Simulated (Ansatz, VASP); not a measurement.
**Ca6F in VASP and in Ansatz**

```
Ca F
1.0
     0.00000    5.27464    5.27464
     5.27464    0.00000    5.27464
     5.27464    5.27464    0.00000
Ca F
6 1
Direct
  0.24718 0.75282 0.75282
  0.75282 0.24718 0.24718
  0.75282 0.24718 0.75282
  0.24718 0.75282 0.24718
  0.75282 0.75282 0.24718
  0.24718 0.24718 0.75282
  0.50000 0.50000 0.50000
```

Alike in both runs: functional PBE; k mesh 4 × 4 × 4; occupations gaussian, width 0.1 eV; no spin polarisation.

Ansatz relaxed the structure, and its values are those at the end. VASP's run is a single point on that final structure, the one shown.

|  | VASP | Ansatz |
| --- | --- | --- |
| version | VASP 6.6.1 | Ansatz 0.2.0 |
| potentials or method | VASP PAW PBE potentials, release 64 (Ca_sv, F), cutoff 520 eV | scalar-relativistic, plane waves, PAW |
| valence electrons in the cell | 67 | 67 |

|  | VASP | Ansatz | Ansatz less VASP |
| --- | --- | --- | --- |
| gap on the k mesh at the Fermi level (eV) | none | none | - |
| pressure (GPa) | 0.1 | 0.1 | 0.00 |
| rms of the force components (eV/Å) | 0.008 | 0.006 | -0.0019 |

A gap of «none» marks a metal or a gap that the smearing closes.
